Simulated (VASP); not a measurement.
# Pd3C (Pm-3m) in VASP: a series of runs, part 2 of 2

VASP 6.6.1.

### Step 3. Relaxation of cell and atoms, PBE

This run uses another cell than the first one, of 12.29 Å³/atom.

INCAR

```
SYSTEM = Pd3C
  PREC = Accurate
  ENCUT = 600
  EDIFF = 1E-7
  ISMEAR = 0
  SIGMA = 0.1
  LREAL = .False.
  LASPH = .True.
  NELM = 60
  ALGO = Normal
  ISIF = 3
  LWAVE = .False.
  LCHARG = .False.
  GGA = PE
  IBRION = 2
  NSW = 90
  EDIFFG = -0.04
```

KPOINTS

```
regular mesh
0
Gamma
  6 6 6
  0 0 0
```

POSCAR

```
Pd3C
1.0
    3.6636389190      0.0000000000      0.0000000000
    0.0000000000      3.6636389190      0.0000000000
    0.0000000000      0.0000000000      3.6636389190
Pd C
3 1
Direct
    0.0000000000      0.5000000000      0.5000000000
    0.5000000000      0.0000000000      0.5000000000
    0.5000000000      0.5000000000      0.0000000000
    0.0000000000      0.0000000000      0.0000000000
```

Potentials or basis: VASP PAW PBE potentials, release 64 (Pd, C).

Command:

```console
cat potpaw_PBE.64/Pd/POTCAR potpaw_PBE.64/C/POTCAR > POTCAR
mpirun -np 1 vasp_std > vasp.out
```

OUTCAR:

```text
SYSTEM = Pd3C
   PREC = Accurate
   ENCUT = 600
   EDIFF = 1E-7
   ISMEAR = 0
   LREAL = .False.
   LASPH = .True.
   NELM = 60
   ISIF = 3
   GGA = PE
   IBRION = 2
   NSW = 90
   EDIFFG = -0.04

 ion  position               nearest neighbor table
   1  0.000  0.500  0.500-   2 2.59   3 2.59   4 2.59   3 2.59   4 2.59   2 2.59   4 2.59   4 2.59
                             2 2.59   3 2.59   3 2.59   2 2.59
   2  0.500  0.000  0.500-   1 2.59   3 2.59   4 2.59   3 2.59   4 2.59   1 2.59   3 2.59   3 2.59
                             1 2.59   4 2.59   4 2.59   1 2.59
   3  0.500  0.500  0.000-   1 2.59   2 2.59   4 2.59   1 2.59   2 2.59   2 2.59   4 2.59   2 2.59
                             1 2.59   4 2.59   1 2.59   4 2.59
   4  0.000  0.000  0.000-   1 2.59   2 2.59   3 2.59   1 2.59   2 2.59   1 2.59   3 2.59   1 2.59
                             2 2.59   3 2.59   2 2.59   3 2.59

  LATTYP: Found a simple cubic cell.
 ALAT       =     3.6636389190

  Lattice vectors:

 A1 = (   3.6636389190,   0.0000000000,   0.0000000000)
 A2 = (   0.0000000000,   3.6636389190,   0.0000000000)
 A3 = (   0.0000000000,   0.0000000000,   3.6636389190)

Analysis of symmetry for initial positions (statically):
=====================================================================
 Subroutine PRICEL returns:
 Original cell was already a primitive cell.

 Routine SETGRP: Setting up the symmetry group for a
 simple cubic supercell.

 Subroutine GETGRP returns: Found 48 space group operations
 (whereof 48 operations were pure point group operations)
 out of a pool of 48 trial point group operations.

The static configuration has the point symmetry O_h .

Analysis of symmetry for dynamics (positions and initial velocities):
=====================================================================
 Subroutine PRICEL returns:
 Original cell was already a primitive cell.

 Routine SETGRP: Setting up the symmetry group for a
 simple cubic supercell.

 Subroutine GETGRP returns: Found 48 space group operations
 (whereof 48 operations were pure point group operations)
 out of a pool of 48 trial point group operations.

The dynamic configuration has the point symmetry O_h .

 Subroutine INISYM returns: Found 48 space group operations
 (whereof 48 operations are pure point group operations),
 and found     1 'primitive' translations
[... 101 lines left out ...]
   ISYM   =      2    0-nonsym 1-usesym 2-fastsym
   POTIM  = 0.5000    time-step for ionic-motion
   TEBEG  =    0.0;   TEEND  =   0.0 temperature during run
   PSTRESS=    0.0 pullay stress
   NELECT =      34.0000    total number of electrons
   NUPDOWN=      -1.0000    fix difference up-down
   EMIN   =  10.00;   EMAX   =-10.00  energy-range for DOS
   EFERMI =   0.00;   METHOD = LEGACY
   ISMEAR =     0;   SIGMA  =   0.10  broadening in eV -4-tet -1-fermi 0-gaus
   EFERMI_NEDOS =   21; number of points for ismear=-14 and -15
   IALGO  =     38    algorithm
   IMIX   =      4    mixing-type and parameters
     AMIX     =   0.40;   BMIX     =  1.00
     AMIX_MAG =   1.60;   BMIX_MAG =  1.00
  volume/ion in A,a.u.               =      12.29        82.96
  Fermi-wavevector in a.u.,A,eV,Ry     =   1.447622  2.735609 28.512493  2.095609
  Thomas-Fermi vector in A             =   2.565556
   LORBIT       =      0    0 simple, 1 ext, 2 COOP (PROOUT), +10 PAW based schemes
   GGA     = PE    functional components
   LHFCALC =     F    Hartree Fock is set to
   AEXX    =    0.0000 exact exchange contribution
   IVDW    =     0    specifies the selected vdW correction
   LEPSILON=     F    determine dielectric tensor
   LRPA    =     F    only Hartree local field effects (RPA)
 conjugate gradient relaxation of ions
 non-spin polarized calculation
 Gauss-broadening in eV      SIGMA  =   0.10
  energy-cutoff  :      600.00
  volume of cell :       49.17
 maximum number of plane-waves:      1662
 NGX is ok and might be reduce to    30
   NGX = 15   NGY = 15   NGZ = 15

--------------------------------------- Ionic step        1  -------------------------------------------

 number of electron      34.0000010 magnetization

 Free energy of the ion-electron system (eV)
  ---------------------------------------------------
  ext. energy  EPLUGINS =         0.00000000
  ---------------------------------------------------
  free energy    TOTEN  =       -19.79827771 eV

  energy without entropy =      -19.77859423  energy(sigma->0) =      -19.78843597

 E-fermi :  10.8452     XC(G=0): -13.3822

 val. band max:       10.8345252292   @ k =   0.5000   0.5000   0.3333
 cond. band min:      10.8671590333   @ k =   0.3333   0.3333   0.3333
 fundamental gap:      0.0326338041
 Fermi energy:        10.8451822327

 k-point     1 :       0.0000    0.0000    0.0000
  band No.  band energies     occupation
      1      -1.4248      2.00000
      2       3.2291      2.00000
      3       4.9741      2.00000
      4       4.9741      2.00000
      5       4.9741      2.00000
      6       5.4362      2.00000
[... 582 lines left out ...]
--------------------------------------- Ionic step        4  -------------------------------------------

 number of electron      33.9999984 magnetization

 Free energy of the ion-electron system (eV)
  ---------------------------------------------------
  ext. energy  EPLUGINS =         0.00000000
  ---------------------------------------------------
  free energy    TOTEN  =       -20.13610068 eV

  energy without entropy =      -20.11901588  energy(sigma->0) =      -20.12755828

 E-fermi :   9.0840     XC(G=0): -12.7649

 val. band max:        9.0669728942   @ k =   0.5000   0.5000   0.3333
 cond. band min:       9.1443560838   @ k =   0.1667   0.1667   0.1667
 fundamental gap:      0.0773831896
 Fermi energy:         9.0840020320

 k-point     1 :       0.0000    0.0000    0.0000
  band No.  band energies     occupation
      1      -2.3252      2.00000
      2       2.4893      2.00000
      3       4.0731      2.00000
      4       4.0731      2.00000
      5       4.0731      2.00000
      6       4.4822      2.00000
[... 500 lines left out ...]
  FREE ENERGIE OF THE ION-ELECTRON SYSTEM (eV)
  ---------------------------------------------------
  free  energy   TOTEN  =       -20.1361006764 eV

  energy  without entropy=      -20.1190158840  energy(sigma->0) =      -20.12755828

 reached required accuracy - stopping structural energy minimisation
```

OSZICAR:

```text
N       E                     dE             d eps       ncg     rms          rms(c)
DAV:   1     0.230060765401E+03    0.23006E+03   -0.19764E+04   840   0.182E+03
DAV:   2    -0.127155886386E+02   -0.24278E+03   -0.23229E+03   925   0.361E+02
DAV:   3    -0.205221987206E+02   -0.78066E+01   -0.74808E+01   951   0.651E+01
[... 47 lines left out ...]
DAV:   4    -0.201360919870E+02    0.27359E-04   -0.42073E-04   850   0.150E-01    0.374E-02
DAV:   5    -0.201361004319E+02   -0.84449E-05   -0.26073E-05   959   0.377E-02    0.137E-02
DAV:   6    -0.201361005252E+02   -0.93344E-07   -0.52575E-06   994   0.141E-02    0.195E-03
DAV:   7    -0.201361007283E+02   -0.20311E-06   -0.79665E-07   808   0.531E-03    0.910E-04
DAV:   8    -0.201361006764E+02    0.51909E-07   -0.29806E-08   435   0.156E-03
   4 F= -.20136101E+02 E0= -.20127558E+02  d E =-.337823E+00
```

It took 92 s on 1 thread of Intel Xeon Platinum 8175M at 2.50GHz (Skylake/Cascade Lake), shared host; peak memory 0.19 GiB.

What came out:

```yaml
Free_energy: -20.1361 eV
Relaxed_volume: 13.63 Å³/atom
Relaxed_cell: a = 3.792 Å, b = 3.792 Å, c = 3.792 Å, α = 90.00°, β = 90.00°, γ = 90.00°
Space_group_after_relaxing_to_0.1_Å: Pm-3m (No. 221)
Energy_gained_by_relaxing: 84.5 meV/atom
Ionic_steps: 4
Pressure_after_relaxing: -0.1 GPa
Band_gap_on_the_k_mesh: zero (bands 17 and 18 overlap by 0.44 eV)
```

Step by step:
| step | energy change (eV) | largest force (eV/Å) | pressure (GPa) | volume (Å³) |
| --- | --- | --- | --- | --- |
| 1 | 0.0000 | 0.0000 | 22.72 | 49.17 |
| 2 | 0.1416 | 0.0000 | -16.15 | 62.66 |
| 3 | -0.3375 | 0.0000 | -0.55 | 54.66 |
| 4 | -0.3378 | 0.0000 | -0.09 | 54.51 |

Final structure:
```
CELL_PARAMETERS angstrom
3.79161 0.00000 0.00000
0.00000 3.79161 0.00000
0.00000 0.00000 3.79161
ATOMIC_POSITIONS crystal
Pd 0.00000 0.50000 0.50000
Pd 0.50000 0.00000 0.50000
Pd 0.50000 0.50000 0.00000
C 0.00000 0.00000 0.00000
```

Levels at points of the mesh, in eV from the Fermi level:
```
           k point  band 13  band 14  band 15  band 16  band 17  band 18  band 19  band 20  band 21
(0.00, 0.00, 0.00)    -1.65    -0.93    -0.93    -0.53    -0.11     0.24     0.24     0.24     7.22
(0.50, 0.00, 0.00)    -1.98    -1.98    -1.48    -0.82     0.24     1.18     1.18     1.25     4.09
(0.50, 0.50, 0.00)    -2.16    -1.67    -1.55    -1.29    -0.41     0.60     0.60     2.05     4.84
(0.50, 0.50, 0.50)    -2.01    -1.96    -1.40    -1.40    -0.10    -0.10    -0.10     0.76     6.50
```
